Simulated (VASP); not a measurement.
Crystal: NiO.

```xyz
2
Lattice="0.0000 2.0859 2.0859 2.0859 0.0000 2.0859 2.0859 2.0859 0.0000" Properties=species:S:1:pos:R:3 pbc="T T T"
Ni    0.0000    0.0000    0.0000
O     2.0859    2.0859    2.0859
```

```yaml
Program: VASP 6.6.1
Task: relaxation of cell and atoms
Functional: BLYP
Potentials_or_basis: VASP PAW PBE potentials, release 64 (Ni_sv_GW, O)
Cutoff: 700 eV
k_mesh: 11 × 11 × 11
Occupations: fermi-dirac, width 0.05 eV
Spin: collinear spin, ferromagnetic start
Starting_moments: "[1.0, 0.0] μB"
```

At the start: pressure 13.2 GPa; volume 9.08 Å³/atom.

Q: Where does the relaxation end?

A: Over 3 steps the energy falls by 26.3 meV/atom and the volume is 9.74 Å³/atom (+7.4 %); space group Fm-3m (No. 225, to 0.1 Å) before and after; moment 1.85 μB per cell.

Step by step:
```csv
step,energy change (eV),largest force (eV/Å),pressure (GPa),volume (Å³)
1,0.0000,0.0000,13.15,18.15
2,-0.0403,0.0000,-5.59,20.18
3,-0.0526,0.0000,-0.05,19.49
```

Final structure:
```xyz
2
Lattice="0.0000 2.1360 2.1360 2.1360 0.0000 2.1360 2.1360 2.1360 0.0000" Properties=species:S:1:pos:R:3 pbc="T T T"
Ni    0.0000    0.0000    0.0000
O     2.1360    2.1360    2.1360
```

Caveat: the PAW data sets were made with another functional, which shifts forces and pressure a little; a cell with one magnetic atom can't hold antiferromagnetic order, which such compounds often take.
